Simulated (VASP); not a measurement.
The system is Te5Mo.

```
Te Mo
1.0
     7.60139    0.00000    0.00000
     0.00000    7.60139    0.00000
     0.00000    0.00000    3.53467
Te Mo
5 1
Direct
  0.28803 0.00000 0.50000
  0.71197 0.00000 0.50000
  0.00000 0.28803 0.50000
  0.00000 0.71197 0.50000
  0.50000 0.50000 0.50000
  0.00000 0.00000 0.00000
```

The cell was generated, and may not be a known phase.

| Item | Value |
| --- | --- |
| Program | VASP 6.6.1 |
| Task | relaxation of cell and atoms |
| Functional | PBE |
| Potentials or basis | VASP PAW PBE potentials, release 64 (Te, Mo_sv) |
| Cutoff | 600 eV |
| k mesh | 2 × 2 × 6 |
| Occupations | gaussian, width 0.1 eV |
| Spin | no spin polarisation |

At the start: pressure -0.5 GPa; volume 34.04 Å³/atom.

Task: Where does the relaxation end?

Result: Over 8 steps the energy falls by 4.9 meV/atom and the volume is 32.81 Å³/atom (-3.6 %); space group P4/mmm (No. 123, to 0.1 Å) before and after.

The path:
| step | energy change (eV) | largest force (eV/Å) | pressure (GPa) | volume (Å³) |
| --- | --- | --- | --- | --- |
| 1 | 0.0000 | 0.1765 | -0.46 | 204.24 |
| 2 | -0.0106 | 0.1958 | 0.04 | 201.37 |
| 3 | -0.0130 | 0.2228 | 0.37 | 199.49 |
| 4 | -0.0203 | 0.1344 | 0.07 | 199.29 |
| 5 | -0.0260 | 0.0300 | -0.42 | 198.93 |
| 6 | -0.0279 | 0.1058 | -0.23 | 197.18 |
| 7 | -0.0280 | 0.0890 | -0.24 | 197.50 |
| 8 | -0.0295 | 0.0098 | 0.01 | 196.83 |

Final structure:
```xyz
6
Lattice="7.5429 0.0000 0.0000 0.0000 7.5429 0.0000 0.0000 0.0000 3.4596" Properties=species:S:1:pos:R:3 pbc="T T T"
Te    2.2220    0.0000    1.7298
Te    5.3209    0.0000    1.7298
Te    7.5429    2.2220    1.7298
Te    7.5429    5.3209    1.7298
Te    3.7714    3.7714    1.7298
Mo    7.5429    0.0000    0.0000
```

Caveat: the k points lie up to 0.42 Å⁻¹ apart in the final cell, too coarse for converged energies and pressures of a metal.
